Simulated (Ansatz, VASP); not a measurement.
**C: VASP beside Ansatz**

```
C
1.0
     4.03018    0.00000    0.00000
    -2.01509    3.49023    0.00000
     0.00000    0.00000    1.24110
C
3
Direct
  0.00000 0.00000 0.00000
  0.33333 0.66667 0.50000
  0.66667 0.33333 0.50000
```

Change from the starting cell: volume scaled by 0.43, LAPW.

Alike in both runs: task single point; functional PBE; k mesh 12 × 12 × 16; occupations fermi-dirac, width 0.05 eV; no spin polarisation.

```csv
,VASP,Ansatz
version,VASP 6.6.1,Ansatz 0.2.0
potentials or method,"VASP PAW PBE potentials, release 64 (C), cutoff 520 eV","all-electron LAPW, scalar-relativistic"
```

```tsv
	VASP	Ansatz	Ansatz less VASP
pressure (GPa)	121.8	121.6	-0.19
traceless stress, the component that is largest in VASP (GPa)	-0.35	-0.76	-0.410
```

Both programs put the cell under a high pressure, so it lies far from rest at this level. Ansatz ran all-electron here, and VASP with PAW potentials.

Noted on VASP's run: the cell as given lies far from equilibrium.
